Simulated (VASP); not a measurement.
# Ti4Bi2Te (P6/mmm) in VASP: single point with PBE

Aim: the single point of Ti4Bi2Te with PBE.

All numbers are computed with VASP 6.6.1; they aren't measurements. Logs are shortened: lines on timing, memory, paths and dates and some standing lists are left out, and cuts for length are marked.

### Step 1. The cell of the first run

It takes space group P6/mmm (No. 191, hexagonal). The conventional cell has a = 5.399 Å, b = 5.399 Å, c = 7.393 Å, α = 90.00°, β = 90.00°, γ = 120.00°. Ti (site symmetry -6m2) has 9 Ti at 3.12 to 3.30 Å and 2 Bi at 3.70 Å within 4.1 Å. Ti (site symmetry 6mm) has 1 Ti at 2.19 Å and 1 Te at 2.60 Å within 2.9 Å. Bi (site symmetry -6m2) has 3 Bi at 3.12 Å and 3 Te at 3.12 Å and 8 Ti at 3.70 to 4.06 Å within 4.1 Å. Te (site symmetry 6/mmm) has 2 Ti at 2.60 Å and 6 Bi at 3.12 Å within 3.4 Å.

### Step 2. Single point, PBE

Contents of INCAR:

```
SYSTEM = Ti4Bi2Te
ALGO = Normal
EDIFF = 1E-7
ENCUT = 520
GGA = PE
ISIF = 2
ISMEAR = 0
LASPH = .True.
LCHARG = .False.
LREAL = .False.
LWAVE = .False.
NBANDS = 51
NELM = 60
PREC = Accurate
SIGMA = 0.2
```

Contents of KPOINTS:

```
k-points
0
Gamma
  4 4 2
  0 0 0
```

Contents of POSCAR:

```
Ti4Bi2Te
1.0
    5.3987896883      0.0000000000      0.0000000000
   -2.6993948442      4.6754890198      0.0000000000
    0.0000000000      0.0000000000      7.3929422460
Ti Bi Te
4 2 1
Direct
    0.3333333333      0.6666666667      0.5000000000
    0.6666666667      0.3333333333      0.5000000000
    0.0000000000      0.0000000000      0.3516904549
    0.0000000000      0.0000000000      0.6483095451
    0.3333333333      0.6666666667      0.0000000000
    0.6666666667      0.3333333333      0.0000000000
    0.0000000000      0.0000000000      0.0000000000
```

Potentials or basis: VASP PAW PBE potentials, release 64 (Ti_sv, Bi_d, Te).

Started as:

```console
$ cat potpaw_PBE.64/Ti_sv/POTCAR potpaw_PBE.64/Bi_d/POTCAR potpaw_PBE.64/Te/POTCAR > POTCAR
$ mpirun -np 1 vasp_std > vasp.out
```

OUTCAR:

```text
SYSTEM = Ti4Bi2Te
   EDIFF = 1E-7
   ENCUT = 520
   GGA = PE
   ISIF = 2
   ISMEAR = 0
   LASPH = .True.
   LREAL = .False.
   NELM = 60
   PREC = Accurate

 ion  position               nearest neighbor table
   1  0.333  0.667  0.500-
   2  0.667  0.333  0.500-
   3  0.000  0.000  0.352-   4 2.19   7 2.60
   4  0.000  0.000  0.648-   3 2.19   7 2.60
   5  0.333  0.667  0.000-   6 3.12   7 3.12   6 3.12   7 3.12   7 3.12   6 3.12
   6  0.667  0.333  0.000-   5 3.12   7 3.12   5 3.12   7 3.12   7 3.12   5 3.12
   7  0.000  0.000  0.000-   3 2.60   4 2.60   5 3.12   6 3.12   6 3.12   5 3.12   6 3.12   5 3.12

  LATTYP: Found a hexagonal cell.
 ALAT       =     5.3987896883
 C/A-ratio  =     1.3693702983

  Lattice vectors:

 A1 = (   5.3987896883,   0.0000000000,   0.0000000000)
 A2 = (  -2.6993948442,   4.6754890198,   0.0000000000)
 A3 = (   0.0000000000,   0.0000000000,   7.3929422460)

Analysis of symmetry for initial positions (statically):
=====================================================================
 Subroutine PRICEL returns:
 Original cell was already a primitive cell.

 Routine SETGRP: Setting up the symmetry group for a
 hexagonal supercell.

 Subroutine GETGRP returns: Found 24 space group operations
 (whereof 24 operations were pure point group operations)
 out of a pool of 24 trial point group operations.

The static configuration has the point symmetry D_6h.

Analysis of symmetry for dynamics (positions and initial velocities):
=====================================================================
 Subroutine PRICEL returns:
 Original cell was already a primitive cell.

 Routine SETGRP: Setting up the symmetry group for a
 hexagonal supercell.

 Subroutine GETGRP returns: Found 24 space group operations
 (whereof 24 operations were pure point group operations)
 out of a pool of 24 trial point group operations.

The dynamic configuration has the point symmetry D_6h.

 Subroutine INISYM returns: Found 24 space group operations
 (whereof 24 operations are pure point group operations),
 and found     1 'primitive' translations

----------------------------------------------------------------------------------------

                                     Primitive cell

  volume of cell :     186.6125

  direct lattice vectors                    reciprocal lattice vectors
     5.398789688  0.000000000  0.000000000     0.185226700  0.106940685  0.000000000
    -2.699394844  4.675489020  0.000000000     0.000000000  0.213881371  0.000000000
     0.000000000  0.000000000  7.392942246     0.000000000  0.000000000  0.135264143

  length of vectors
     5.398789688  5.398789688  7.392942246     0.213881371  0.213881371  0.135264143

  position of ions in fractional coordinates (direct lattice)
     0.333333333  0.666666667  0.500000000
     0.666666667  0.333333333  0.500000000
     0.000000000  0.000000000  0.351690455
     0.000000000  0.000000000  0.648309545
     0.333333333  0.666666667  0.000000000
     0.666666667  0.333333333  0.000000000
     0.000000000  0.000000000  0.000000000

  ion indices of the primitive-cell ions
   primitive index   ion index
                 1           1
                 2           2
                 3           3
                 4           4
                 5           5
                 6           6
                 7           7

----------------------------------------------------------------------------------------

 KPOINTS: k-points

Automatic generation of k-mesh.
 Grid dimensions read from file:
 generate k-points for:    4    4    2

 Generating k-lattice:

  Cartesian coordinates                     Fractional coordinates (reciprocal lattice)
     0.046306675  0.026735171  0.000000000     0.250000000  0.000000000  0.000000000
     0.000000000  0.053470343  0.000000000     0.000000000  0.250000000  0.000000000
     0.000000000  0.000000000  0.067632072     0.000000000  0.000000000  0.500000000

  Length of vectors
     0.053470343  0.053470343  0.067632072

  Shift w.r.t. Gamma in fractional coordinates (k-lattice)
     0.000000000  0.000000000  0.000000000

 Subroutine IBZKPT returns following result:
 ===========================================

 Found      8 irreducible k-points:

 Following reciprocal coordinates:
            Coordinates               Weight
  0.000000  0.000000  0.000000      1.000000
  0.250000  0.000000  0.000000      6.000000
  0.500000  0.000000  0.000000      3.000000
  0.250000  0.250000  0.000000      6.000000
  0.000000  0.000000  0.500000      1.000000
  0.250000  0.000000  0.500000      6.000000
  0.500000  0.000000  0.500000      3.000000
  0.250000  0.250000  0.500000      6.000000
   k-points           NKPTS =      8   k-points in BZ     NKDIM =      8   number of bands    NBANDS=     51
   number of dos      NEDOS =    301   number of ions     NIONS =      7
   total plane-waves  NPLWV =  89600
   dimension x,y,z NGX =    40 NGY =   40 NGZ =   56
   dimension x,y,z NGXF=    80 NGYF=   80 NGZF=  112
   ions per type =               4   2   1
   NGX,Y,Z   is equivalent  to a cutoff of  12.32, 12.32, 12.59 a.u.
   NGXF,Y,Z  is equivalent  to a cutoff of  24.63, 24.63, 25.19 a.u.
 SYSTEM =  Ti4Bi2Te
   PREC   = accura    normal or accurate (medium, high low for compatibility)
   ISTART =      0    job   : 0-new  1-cont  2-samecut
   ICHARG =      2    charge: 1-file 2-atom 10-const
   ISPIN  =      1    spin polarized calculation?
   LNONCOLLINEAR =      F non collinear calculations
   LSORBIT =      F    spin-orbit coupling
   LASPH  =      T    aspherical Exc in radial PAW
   ENCUT  =  520.0 eV  38.22 Ry    6.18 a.u.  10.04 10.04 13.75*2*pi/ulx,y,z
   NELM   =     60;   NELMIN=  2; NELMDL= -5     # of ELM steps
   EDIFF  = 0.1E-06   stopping-criterion for ELM
   LREAL  =      F    real-space projection
   EDIFFG = 0.1E-05   stopping-criterion for IOM
   NSW    =      0    number of steps for IOM
   IBRION =     -1    ionic relax: 0-MD 1-quasi-New 2-CG
   NFREE  =      0    steps in history (QN), initial steepest desc. (CG)
   ISIF   =      2    stress and relaxation
   ISYM   =      2    0-nonsym 1-usesym 2-fastsym
   POTIM  = 0.5000    time-step for ionic-motion
   TEBEG  =    0.0;   TEEND  =   0.0 temperature during run
   PSTRESS=    0.0 pullay stress
   NELECT =      84.0000    total number of electrons
   NUPDOWN=      -1.0000    fix difference up-down
   EMIN   =  10.00;   EMAX   =-10.00  energy-range for DOS
   EFERMI =   0.00;   METHOD = LEGACY
   ISMEAR =     0;   SIGMA  =   0.20  broadening in eV -4-tet -1-fermi 0-gaus
   EFERMI_NEDOS =   21; number of points for ismear=-14 and -15
   IALGO  =     38    algorithm
   IMIX   =      4    mixing-type and parameters
     AMIX     =   0.40;   BMIX     =  1.00
     AMIX_MAG =   1.60;   BMIX_MAG =  1.00
  volume/ion in A,a.u.               =      26.66       179.90
  Fermi-wavevector in a.u.,A,eV,Ry     =   1.254645  2.370936 21.417409  1.574135
  Thomas-Fermi vector in A             =   2.388440
   LORBIT       =      0    0 simple, 1 ext, 2 COOP (PROOUT), +10 PAW based schemes
   GGA     = PE    functional components
   LHFCALC =     F    Hartree Fock is set to
   AEXX    =    0.0000 exact exchange contribution
   IVDW    =     0    specifies the selected vdW correction
   LEPSILON=     F    determine dielectric tensor
   LRPA    =     F    only Hartree local field effects (RPA)
 non-spin polarized calculation
 Gauss-broadening in eV      SIGMA  =   0.20
  energy-cutoff  :      520.00
  volume of cell :      186.61
 maximum number of plane-waves:      5068
   NGX = 21   NGY = 21   NGZ = 27

 number of electron      84.0000012 magnetization

 Free energy of the ion-electron system (eV)
  ---------------------------------------------------
  ext. energy  EPLUGINS =         0.00000000
  ---------------------------------------------------
  free energy    TOTEN  =       -37.14263540 eV

  energy without entropy =      -36.88471735  energy(sigma->0) =      -37.01367637

 E-fermi :   6.7039     XC(G=0):  -9.9804

 val. band max:        6.6763842617   @ k =   0.5000   0.0000   0.5000
 cond. band min:       6.7095417514   @ k =   0.5000   0.0000   0.5000
 fundamental gap:      0.0331574897
 Fermi energy:         6.7038847910

 k-point     1 :       0.0000    0.0000    0.0000
  band No.  band energies     occupation
      1     -50.7445      2.00000
      2     -50.7198      2.00000
      3     -50.3072      2.00000
      4     -49.9491      2.00000
      5     -27.2608      2.00000
      6     -27.0884      2.00000
[... 43 lines left out ...]
     50       7.8123      0.00000
     51       7.8612      0.00000

 k-point     2 :       0.2500    0.0000    0.0000
  band No.  band energies     occupation
      1     -50.7413      2.00000
      2     -50.7229      2.00000
      3     -50.3073      2.00000
      4     -49.9491      2.00000
      5     -27.2621      2.00000
      6     -27.0858      2.00000
[... 43 lines left out ...]
     50       7.6353      0.00000
     51       7.9469      0.00000

 k-point     3 :       0.5000    0.0000    0.0000
  band No.  band energies     occupation
      1     -50.7361      2.00000
      2     -50.7280      2.00000
      3     -50.3074      2.00000
      4     -49.9491      2.00000
      5     -27.2636      2.00000
      6     -27.0813      2.00000
[... 43 lines left out ...]
     50       8.0328      0.00000
     51       8.4279      0.00000

 k-point     4 :       0.2500    0.2500    0.0000
  band No.  band energies     occupation
      1     -50.7361      2.00000
      2     -50.7279      2.00000
      3     -50.3075      2.00000
      4     -49.9491      2.00000
      5     -27.2638      2.00000
      6     -27.0810      2.00000
[... 43 lines left out ...]
     50       7.9758      0.00000
     51       8.2947      0.00000

 k-point     5 :       0.0000    0.0000    0.5000
  band No.  band energies     occupation
      1     -50.7445      2.00000
      2     -50.7198      2.00000
      3     -50.3073      2.00000
      4     -49.9489      2.00000
      5     -27.2622      2.00000
      6     -27.0885      2.00000
[... 43 lines left out ...]
     50       7.7481      0.00000
     51       8.0442      0.00000

 k-point     6 :       0.2500    0.0000    0.5000
  band No.  band energies     occupation
      1     -50.7413      2.00000
      2     -50.7229      2.00000
      3     -50.3075      2.00000
      4     -49.9489      2.00000
      5     -27.2635      2.00000
      6     -27.0858      2.00000
[... 43 lines left out ...]
     50       7.9718      0.00000
     51       8.0311      0.00000

 k-point     7 :       0.5000    0.0000    0.5000
  band No.  band energies     occupation
      1     -50.7361      2.00000
      2     -50.7280      2.00000
      3     -50.3076      2.00000
      4     -49.9489      2.00000
      5     -27.2649      2.00000
      6     -27.0813      2.00000
[... 43 lines left out ...]
     50       8.0095      0.00000
     51       8.4025      0.00000

 k-point     8 :       0.2500    0.2500    0.5000
  band No.  band energies     occupation
      1     -50.7361      2.00000
      2     -50.7279      2.00000
      3     -50.3076      2.00000
      4     -49.9489      2.00000
      5     -27.2651      2.00000
      6     -27.0810      2.00000
[... 43 lines left out ...]
     50       8.2440      0.00000
     51       8.3568      0.00000

------------------------ aborting loop because EDIFF is reached ----------------------------------------

  FORCE on cell =-STRESS in cart. coord.  units (eV):
  Direction    XX          YY          ZZ          XY          YZ          ZX
  --------------------------------------------------------------------------------------
  -------------------------------------------------------------------------------------
  Total        0.4728931      0.4728931      0.0885642     -0.0000000     -0.0000000      0.0000000
  in kB        4.0600628      4.0600628      0.7603750     -0.0000000     -0.0000000      0.0000000
  external PRESSURE =       2.9601669 kB  Pullay stress =       0.0000000 kB

 VOLUME and BASIS-vectors are now :
 -----------------------------------------------------------------------------
  energy-cutoff  :      520.00
  volume of cell :      186.61
      direct lattice vectors                 reciprocal lattice vectors
     5.398789688  0.000000000  0.000000000     0.185226700  0.106940685  0.000000000
    -2.699394844  4.675489020  0.000000000     0.000000000  0.213881371  0.000000000
     0.000000000  0.000000000  7.392942246     0.000000000  0.000000000  0.135264143

 POSITION                                       TOTAL-FORCE (eV/Angst)
 -----------------------------------------------------------------------------------
     -0.00000      3.11699      3.69647         0.000000      0.000000     -0.000000
      2.69939      1.55850      3.69647        -0.000000      0.000000      0.000000
      0.00000      0.00000      2.60003         0.000000     -0.000000     -0.160769
      0.00000      0.00000      4.79292        -0.000000      0.000000      0.160769
     -0.00000      3.11699      0.00000         0.000000     -0.000000      0.000000
      2.69939      1.55850      0.00000        -0.000000      0.000000      0.000000
      0.00000      0.00000      0.00000         0.000000      0.000000      0.000000
 -----------------------------------------------------------------------------------
    total drift:                                0.000000     -0.000000      0.000000

  FREE ENERGIE OF THE ION-ELECTRON SYSTEM (eV)
  ---------------------------------------------------
  free  energy   TOTEN  =       -37.1426353991 eV

  energy  without entropy=      -36.8847173484  energy(sigma->0) =      -37.01367637
```

It took 1.8 min on 1 thread of Intel Xeon Platinum 8259CL at 2.50GHz (Skylake/Cascade Lake), shared host; peak memory 0.32 GiB.

Results:

```
Free energy            : -37.1426 eV
Pressure               : 0.3 GPa
Largest force          : 0.161 eV/Å
Band gap on the k mesh : zero (band 42 reaches 6.79 eV, above the bottom of band 43 at 6.54 eV)
```

Forces in eV/Å, atoms in the order of the input:
```
Ti   0.000  0.000  0.000
Ti   0.000  0.000  0.000
Ti   0.000  0.000 -0.161
Ti   0.000  0.000  0.161
Bi   0.000  0.000  0.000
Bi   0.000  0.000  0.000
Te   0.000  0.000  0.000
```

Levels at points of the mesh, in eV from the Fermi level:
```csv
k point,band 39,band 40,band 41,band 42,band 43,band 44,band 45,band 46
"(0.00, 0.00, 0.00)",-0.40,-0.40,-0.17,-0.17,-0.16,0.20,0.76,0.76
"(0.50, 0.00, 0.00)",-0.87,-0.38,-0.09,-0.08,0.05,0.09,0.44,0.77
"(0.00, 0.00, 0.50)",-0.39,-0.39,-0.35,-0.19,-0.15,-0.15,0.53,0.53
"(0.50, 0.00, 0.50)",-0.43,-0.11,-0.03,0.01,0.14,0.39,0.66,0.66
```

Caveat: the k points lie up to 0.42 Å⁻¹ apart; spin-orbit coupling is left out, which moves the levels of the heavy elements.
